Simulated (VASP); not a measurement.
# TaAl7N8 (P1) in VASP: a series of runs

Runs on TaAl7N8. Level: PBEsol. Tasks: single point.

All numbers are computed with VASP 6.6.1; they aren't measurements. Logs are shortened: lines on timing, memory, paths and dates and some standing lists are left out, and cuts for length are marked.

### Step 1. The cell of the first run

The typed cell holds 16 atoms: a = 6.220 Å, b = 6.220 Å, c = 4.980 Å, α = 90.00°, β = 90.00°, γ = 120.00°.

### Step 2. Single point, PBEsol, collinear spin

INCAR

```
PREC = Accurate ; ENCUT = 520
EDIFF = 1E-6 ; ISMEAR = 0
SIGMA = 0.05 ; LREAL = Auto
LASPH = True ; NELM = 150
ALGO = Normal ; ISIF = 2
LWAVE = False ; LCHARG = False
ISPIN = 2 ; MAGMOM = 2 0 0 0 0 0 0 0 0 0 0 0 0 0 0 0
LORBIT = 11 ; NUPDOWN = 2.0
LMAXMIX = 4 ; GGA = PS
NBANDS = 54
```

KPOINTS

```
Automatic mesh
0
Gamma
  3 3 4
```

POSCAR

```
TaAl7N8
1.0
    6.2200009000      0.0000000000      0.0000000000
   -3.1100004000      5.3866788000      0.0000000000
    0.0000000000      0.0000000000      4.9800000000
Ta Al N
1 7 8
Direct
    0.3330903112      0.1664206200      0.9651824420
    0.3339891905      0.6668140602      0.0064893649
    0.8327069716      0.1654863856      0.0065039941
    0.8326607707      0.6668549016      0.0066238214
    0.1630942484      0.3364531099      0.4962215555
    0.1630579567      0.8260375870      0.4965067972
    0.6736226571      0.3365613990      0.4966037010
    0.6664875913      0.8330180303      0.5023796567
    0.3333535176      0.1663324130      0.4342792640
    0.3355446620      0.6675318520      0.3815086866
    0.8320094721      0.1639878084      0.3815237373
    0.8320272058      0.6675507999      0.3816338074
    0.1516853279      0.3478192094      0.8743607140
    0.1516839901      0.8036104704      0.8746884052
    0.6959129155      0.3478067664      0.8748041424
    0.6664080217      0.8330334660      0.8826825322
```

Potentials or basis: VASP PAW PBE potentials, release 64 (Ta_pv, Al, N).

The run is started by

```
> cat potpaw_PBE.64/Ta_pv/POTCAR potpaw_PBE.64/Al/POTCAR potpaw_PBE.64/N/POTCAR > POTCAR
> mpirun -np 1 vasp_std > vasp.out
```

OUTCAR:

```text
PREC = Accurate
   ENCUT = 520
   EDIFF = 1E-6
   ISMEAR = 0
   LREAL = Auto
   LASPH = True
   NELM = 150
   ISIF = 2
   ISPIN = 2
   LORBIT = 11
   NUPDOWN = 2.0
   GGA = PS

 ion  position               nearest neighbor table
   1  0.333  0.166  0.965-  15 2.01  14 2.01  13 2.01   9 2.34   9 2.64   5 2.97   6 2.97   7 2.97
                             3 3.12   2 3.12   4 3.12   4 3.12   2 3.12   3 3.12   5 3.22   6 3.22
   2  0.334  0.667  0.006-  14 1.85  13 1.85  10 1.87  16 1.89   5 3.02   6 3.02   8 3.05   8 3.08
                             6 3.10   4 3.10   3 3.10   5 3.10   1 3.12   1 3.12   3 3.12   4 3.12
   3  0.833  0.165  0.007-  15 1.85  13 1.85  11 1.87  16 1.89   5 3.02   7 3.02   8 3.05   8 3.08
                             7 3.10   4 3.10   2 3.10   5 3.10   1 3.12   1 3.12   2 3.12   4 3.12
   4  0.833  0.667  0.007-  15 1.85  14 1.85  12 1.87  16 1.89   6 3.02   7 3.02   8 3.05   8 3.08
                             7 3.10   3 3.10   2 3.10   6 3.10   1 3.12   1 3.12   2 3.12   3 3.12
   5  0.163  0.336  0.496-   9 1.86  10 1.87  11 1.87  13 1.89   1 2.97   2 3.02   3 3.02   7 3.04
                             6 3.05   2 3.10   3 3.10   8 3.11   8 3.11   6 3.17   7 3.18   1 3.22
   6  0.163  0.826  0.497-   9 1.86  10 1.87  12 1.87  14 1.89   1 2.97   2 3.02   4 3.02   7 3.04
                             5 3.05   2 3.10   4 3.10   8 3.11   8 3.11   5 3.17   7 3.18   1 3.22
   7  0.674  0.337  0.497-   9 1.86  12 1.87  11 1.87  15 1.89   1 2.97   4 3.02   3 3.02   6 3.04
                             5 3.04   3 3.10   4 3.10   8 3.11   8 3.11   5 3.18   6 3.18   1 3.22
   8  0.666  0.833  0.502-  10 1.88  11 1.88  12 1.88  16 1.89   4 3.05   3 3.05   2 3.05   3 3.08
                             2 3.08   4 3.08   6 3.11   7 3.11   5 3.11   5 3.11   7 3.11   6 3.11
   9  0.333  0.166  0.434-   7 1.86   6 1.86   5 1.86   1 2.34   1 2.64
  10  0.336  0.668  0.382-   2 1.87   5 1.87   6 1.87   8 1.88
  11  0.832  0.164  0.382-   3 1.87   7 1.87   5 1.87   8 1.88
  12  0.832  0.668  0.382-   4 1.87   7 1.87   6 1.87   8 1.88
  13  0.152  0.348  0.874-   3 1.85   2 1.85   5 1.89   1 2.01
  14  0.152  0.804  0.875-   4 1.85   2 1.85   6 1.89   1 2.01
  15  0.696  0.348  0.875-   4 1.85   3 1.85   7 1.89   1 2.01
  16  0.666  0.833  0.883-   2 1.89   8 1.89   3 1.89   4 1.89

  LATTYP: Found a hexagonal cell.
 ALAT       =     6.2200009000
 C/A-ratio  =     0.8006429710

  Lattice vectors:

 A1 = (   6.2200009000,   0.0000000000,   0.0000000000)
 A2 = (  -3.1100004000,   5.3866788000,   0.0000000000)
 A3 = (   0.0000000000,   0.0000000000,   4.9800000000)

Analysis of symmetry for initial positions (statically):
=====================================================================
 Subroutine PRICEL returns:
 Original cell was already a primitive cell.

 Routine SETGRP: Setting up the symmetry group for a
 hexagonal supercell.

 Subroutine GETGRP returns: Found  1 space group operations
 (whereof  1 operations were pure point group operations)
 out of a pool of 24 trial point group operations.

The static configuration has the point symmetry C_1 .

Analysis of symmetry for dynamics (positions and initial velocities):
=====================================================================
 Subroutine PRICEL returns:
 Original cell was already a primitive cell.

 Routine SETGRP: Setting up the symmetry group for a
 hexagonal supercell.

 Subroutine GETGRP returns: Found  1 space group operations
 (whereof  1 operations were pure point group operations)
 out of a pool of 24 trial point group operations.

The dynamic configuration has the point symmetry C_1 .

Analysis of structural, dynamic, and magnetic symmetry:
=====================================================================
 Subroutine PRICEL returns:
 Original cell was already a primitive cell.

 Routine SETGRP: Setting up the symmetry group for a
 hexagonal supercell.

 Subroutine GETGRP returns: Found  1 space group operations
 (whereof  1 operations were pure point group operations)
 out of a pool of 24 trial point group operations.

The overall configuration has the point symmetry C_1 .

 Subroutine INISYM returns: Found  1 space group operations
 (whereof  1 operations are pure point group operations),
 and found     1 'primitive' translations

----------------------------------------------------------------------------------------

                                     Primitive cell

  volume of cell :     166.8556

  direct lattice vectors                    reciprocal lattice vectors
     6.220000900  0.000000000  0.000000000     0.160771681  0.092821572  0.000000000
    -3.110000400  5.386678800  0.000000000     0.000000000  0.185643146  0.000000000
     0.000000000  0.000000000  4.980000000     0.000000000  0.000000000  0.200803213

  length of vectors
     6.220000900  6.220000883  4.980000000     0.185643146  0.185643146  0.200803213

  position of ions in fractional coordinates (direct lattice)
     0.333090311  0.166420620  0.965182442
     0.333989190  0.666814060  0.006489365
     0.832706972  0.165486386  0.006503994
[... 56 lines left out ...]

 Found     19 irreducible k-points:

 Following reciprocal coordinates:
            Coordinates               Weight
  0.000000  0.000000  0.000000      1.000000
  0.333333  0.000000  0.000000      2.000000
  0.000000  0.333333  0.000000      2.000000
 -0.333333  0.333333  0.000000      2.000000
  0.333333  0.333333  0.000000      2.000000
  0.000000  0.000000  0.250000      2.000000
[... 11 lines left out ...]
 -0.333333  0.333333  0.500000      2.000000
  0.333333  0.333333  0.500000      2.000000
   k-points           NKPTS =     19   k-points in BZ     NKDIM =     19   number of bands    NBANDS=     54
   number of dos      NEDOS =    301   number of ions     NIONS =     16
   total plane-waves  NPLWV =  92160
   dimension x,y,z NGX =    48 NGY =   48 NGZ =   40
   dimension x,y,z NGXF=    96 NGYF=   96 NGZF=   80
   ions per type =               1   7   8
   NGX,Y,Z   is equivalent  to a cutoff of  12.83, 12.83, 13.35 a.u.
   NGXF,Y,Z  is equivalent  to a cutoff of  25.66, 25.66, 26.71 a.u.
 SYSTEM =  unknown system
   PREC   = accura    normal or accurate (medium, high low for compatibility)
   ISTART =      0    job   : 0-new  1-cont  2-samecut
   ICHARG =      2    charge: 1-file 2-atom 10-const
   ISPIN  =      2    spin polarized calculation?
   LNONCOLLINEAR =      F non collinear calculations
   LSORBIT =      F    spin-orbit coupling
   LASPH  =      T    aspherical Exc in radial PAW
   ENCUT  =  520.0 eV  38.22 Ry    6.18 a.u.  11.57 11.57  9.26*2*pi/ulx,y,z
   NELM   =    150;   NELMIN=  2; NELMDL= -5     # of ELM steps
   EDIFF  = 0.1E-05   stopping-criterion for ELM
   LREAL  =      T    real-space projection
   EDIFFG = 0.1E-04   stopping-criterion for IOM
   NSW    =      0    number of steps for IOM
   IBRION =     -1    ionic relax: 0-MD 1-quasi-New 2-CG
   NFREE  =      0    steps in history (QN), initial steepest desc. (CG)
   ISIF   =      2    stress and relaxation
   ISYM   =      2    0-nonsym 1-usesym 2-fastsym
   POTIM  = 0.5000    time-step for ionic-motion
   TEBEG  =    0.0;   TEEND  =   0.0 temperature during run
   PSTRESS=    0.0 pullay stress
   NELECT =      72.0000    total number of electrons
   NUPDOWN=       2.0000    fix difference up-down
   EMIN   =  10.00;   EMAX   =-10.00  energy-range for DOS
   EFERMI =   0.00;   METHOD = LEGACY
   ISMEAR =     0;   SIGMA  =   0.05  broadening in eV -4-tet -1-fermi 0-gaus
   EFERMI_NEDOS =   21; number of points for ismear=-14 and -15
   IALGO  =     38    algorithm
   IMIX   =      4    mixing-type and parameters
     AMIX     =   0.40;   BMIX     =  1.00
     AMIX_MAG =   1.60;   BMIX_MAG =  1.00
  volume/ion in A,a.u.               =      10.43        70.37
  Fermi-wavevector in a.u.,A,eV,Ry     =   1.237102  2.337783 20.822634  1.530420
  Thomas-Fermi vector in A             =   2.371683
   LORBIT       =     11    0 simple, 1 ext, 2 COOP (PROOUT), +10 PAW based schemes
   GGA     = PS    functional components
   LHFCALC =     F    Hartree Fock is set to
   AEXX    =    0.0000 exact exchange contribution
   IVDW    =     0    specifies the selected vdW correction
   LEPSILON=     F    determine dielectric tensor
   LRPA    =     F    only Hartree local field effects (RPA)
 spin polarized calculation
 Gauss-broadening in eV      SIGMA  =   0.05
  energy-cutoff  :      520.00
  volume of cell :      166.86
 maximum number of plane-waves:      4554
 NGX is ok and might be reduce to    48
   NGX = 23   NGY = 23   NGZ = 19

 number of electron      71.9999995 magnetization       2.0000000

 Free energy of the ion-electron system (eV)
  ---------------------------------------------------
  ext. energy  EPLUGINS =         0.00000000
  ---------------------------------------------------
  free energy    TOTEN  =      -128.97561535 eV

  energy without entropy =     -128.97470247  energy(sigma->0) =     -128.97515891

 E-fermi :   6.0144     XC(G=0): -11.4227

 val. band max:        9.7606894049   @ k =   0.3333   0.3333   0.5000
 cond. band min:       9.3865186637   @ k =   0.3333   0.3333   0.0000
 fundamental gap:     -0.3741707412
 Fermi energy:         9.7628473415

 spin component 1

 k-point     1 :       0.0000    0.0000    0.0000
  band No.  band energies     occupation
      1     -26.5716      1.00000
      2     -26.5714      1.00000
      3     -26.4014      1.00000
      4      -9.3022      1.00000
      5      -7.3161      1.00000
      6      -7.3160      1.00000
[... 958 lines left out ...]
     47      13.7907      0.00000
     48      14.5925      0.00000
 Fermi energy:         6.0143673769

 spin component 2

 k-point     1 :       0.0000    0.0000    0.0000
  band No.  band energies     occupation
      1     -26.0329      1.00000
      2     -26.0325      1.00000
      3     -25.6187      1.00000
      4      -9.2305      1.00000
      5      -7.2656      1.00000
      6      -7.2656      1.00000
[... 958 lines left out ...]
     47      13.9617      0.00000
     48      14.7883      0.00000
 [bands above 48 left out]

------------------------ aborting loop because EDIFF is reached ----------------------------------------

  FORCE on cell =-STRESS in cart. coord.  units (eV):
  Direction    XX          YY          ZZ          XY          YZ          ZX
  --------------------------------------------------------------------------------------
  -------------------------------------------------------------------------------------
  Total       12.3282614     12.3369887      6.5530111      0.0172482     -0.0023362      0.0141625
  in kB      118.3781490    118.4619508     62.9231735      0.1656207     -0.0224323      0.1359910
  external PRESSURE =      99.9210911 kB  Pullay stress =       0.0000000 kB

 VOLUME and BASIS-vectors are now :
 -----------------------------------------------------------------------------
  energy-cutoff  :      520.00
  volume of cell :      166.86
      direct lattice vectors                 reciprocal lattice vectors
     6.220000900  0.000000000  0.000000000     0.160771681  0.092821572  0.000000000
    -3.110000400  5.386678800  0.000000000     0.000000000  0.185643146  0.000000000
     0.000000000  0.000000000  4.980000000     0.000000000  0.000000000  0.200803213

 POSITION                                       TOTAL-FORCE (eV/Angst)
 -----------------------------------------------------------------------------------
      1.55425      0.89645      4.80661        -0.008587      0.003480     -0.029842
      0.00362      3.59191      0.03232         0.194666      0.109779      0.127022
      4.66478      0.89142      0.03239         0.002448     -0.223748      0.127544
      3.10523      3.59213      0.03299        -0.194299      0.113923      0.128836
     -0.03192      1.81236      2.47118        -0.016939      0.009041     -0.133543
     -1.55476      4.44960      2.47260        -0.001171     -0.020261     -0.136969
[... 8 lines left out ...]
      3.24690      1.87352      4.35652        -0.268541     -0.158306      0.007286
      1.55432      4.48728      4.39576         0.001735      0.001680     -0.054174
 -----------------------------------------------------------------------------------
    total drift:                                0.003494     -0.000466      0.000706

  FREE ENERGIE OF THE ION-ELECTRON SYSTEM (eV)
  ---------------------------------------------------
  free  energy   TOTEN  =      -128.9756153546 eV

  energy  without entropy=     -128.9747024658  energy(sigma->0) =     -128.97515891

 total charge

# of ion       s       p       d       tot
------------------------------------------
    1        0.329   6.217   2.528   9.074
    2        0.373   0.466   0.000   0.838
    3        0.373   0.466   0.000   0.838
    4        0.373   0.466   0.000   0.838
    5        0.373   0.457   0.000   0.831
    6        0.373   0.457   0.000   0.831
[... 8 lines left out ...]
   15        1.234   2.651   0.000   3.885
   16        1.219   2.622   0.000   3.841
--------------------------------------------------
tot         12.739  30.524   2.528  45.792

 magnetization (x)

# of ion       s       p       d       tot
------------------------------------------
    1        0.014   0.025   0.958   0.997
    2        0.003   0.007   0.000   0.010
    3        0.003   0.007   0.000   0.010
    4        0.003   0.007   0.000   0.010
    5        0.006   0.007   0.000   0.013
    6        0.006   0.007   0.000   0.013
[... 8 lines left out ...]
   15        0.001   0.019   0.000   0.021
   16        0.002   0.005   0.000   0.007
--------------------------------------------------
tot          0.055   0.155   0.958   1.168
```

It took 5.6 min on 1 thread of Intel Xeon 6975P-C (Granite Rapids), shared host; peak memory 0.48 GiB.

What came out:

* Free energy: -128.9756 eV
* Pressure: 10.0 GPa
* Largest force: 0.320 eV/Å
* Net moment: 2.00 μB per cell
* Site moments: Ta +1.00; Al +0.01, +0.00 (each value once); N +0.01, +0.02 (each value once) μB
* Valence electrons inside the program's atomic spheres: Ta 9.07; Al 0.84, 0.83, 0.81 (each value once); N 3.80, 3.87, 3.88, 3.84 (each value once)

Forces on the atoms (eV/Å):
```
Ta  -0.009  0.003 -0.030
Al   0.195  0.110  0.127
Al   0.002 -0.224  0.128
Al  -0.194  0.114  0.129
Al  -0.017  0.009 -0.134
Al  -0.001 -0.020 -0.137
Al   0.015  0.009 -0.136
Al   0.002  0.002  0.009
N   -0.004  0.001 -0.148
N   -0.053 -0.030  0.071
N    0.000  0.059  0.073
N    0.050 -0.029  0.074
N    0.277 -0.160  0.011
N    0.004  0.313  0.009
N   -0.269 -0.158  0.007
N    0.002  0.002 -0.054
```

Caveat: the k points lie up to 0.39 Å⁻¹ apart; the PAW data sets were made with another functional, which shifts forces and pressure a little; spin-orbit coupling is left out, which moves the levels of the heavy elements; the total moment is fixed, so each spin has its own Fermi level.

### Step 3. Single point, PBEsol, collinear spin

INCAR

```
ALGO = Normal ; EDIFF = 1E-6
ENCUT = 520 ; GGA = PS
ISIF = 2 ; ISMEAR = 0
ISPIN = 2 ; LASPH = T
LCHARG = F ; LMAXMIX = 4
LORBIT = 11 ; LREAL = Auto
LWAVE = F ; MAGMOM = 0.47 0.01 0.01 0.01 0.01 0.01 0.01 0 0.02 0.01 0.01 0.01 0.03 0.03 0.03 0.01
NBANDS = 54 ; NELM = 150
PREC = Accurate ; SIGMA = 0.05
```

KPOINTS

```
k-points
0
Gamma
  3 3 4
```

POSCAR is that of step 2.

Potentials or basis: VASP PAW PBE potentials, release 64 (Ta_pv, Al, N).

The run is started by

```
> cat potpaw_PBE.64/Ta_pv/POTCAR potpaw_PBE.64/Al/POTCAR potpaw_PBE.64/N/POTCAR > POTCAR
> mpirun -np 1 vasp_std > vasp.out
```

Run time: 6.5 min. Hardware: 1 thread of Intel Xeon 6975P-C (Granite Rapids), shared host; peak memory 0.48 GiB.

It converged, with:

| Item | Value |
| --- | --- |
| Free energy | -128.9680 eV |
| Pressure | 8.9 GPa |
| Largest force | 0.560 eV/Å |
| Band gap on the k mesh | zero (filled and empty bands overlap) |
| Net moment | 0.00 μB per cell |
| Valence electrons inside the program's atomic spheres | Ta 9.07; Al 0.84, 0.83, 0.81 (each value once); N 3.79, 3.87, 3.88, 3.84 (each value once) |

Forces on the atoms (eV/Å):
```
Ta  -0.002  0.002 -0.437
Al   0.154  0.087  0.151
Al   0.001 -0.177  0.151
Al  -0.154  0.090  0.152
Al  -0.015  0.008  0.020
Al   0.000 -0.018  0.017
Al   0.013  0.007  0.018
Al   0.001  0.002  0.052
N   -0.007  0.001 -0.560
N   -0.010 -0.006  0.044
N    0.001  0.011  0.045
N    0.007 -0.004  0.047
N    0.293 -0.170  0.107
N    0.002  0.332  0.104
N   -0.286 -0.167  0.102
N    0.002  0.002 -0.014
```

Stress tensor (GPa, compression positive):
```
11.50  0.02  0.02
 0.02 11.50  0.00
 0.02  0.00  3.74
```

Levels at points of the mesh, in eV from the Fermi level:
Spin up:
```csv
k point,band 34,band 35,band 36,band 37,band 38,band 39
"(0.00, 0.00, 0.00)",-4.17,-3.93,-0.09,-0.08,0.04,0.70
"(0.00, 0.00, 0.50)",-4.36,-4.36,0.11,0.11,0.70,0.70
```
Spin down:
```
           k point  band 33  band 34  band 35  band 36  band 37  band 38  band 39  band 40
(0.00, 0.00, 0.00)    -4.17    -4.17    -3.93    -0.09    -0.08     0.04     0.70     0.70
(0.00, 0.00, 0.50)    -4.76    -4.36    -4.36     0.11     0.11     0.70     0.70     1.32
```

Caveat: the k points lie up to 0.39 Å⁻¹ apart; the PAW data sets were made with another functional, which shifts forces and pressure a little; spin-orbit coupling is left out, which moves the levels of the heavy elements.
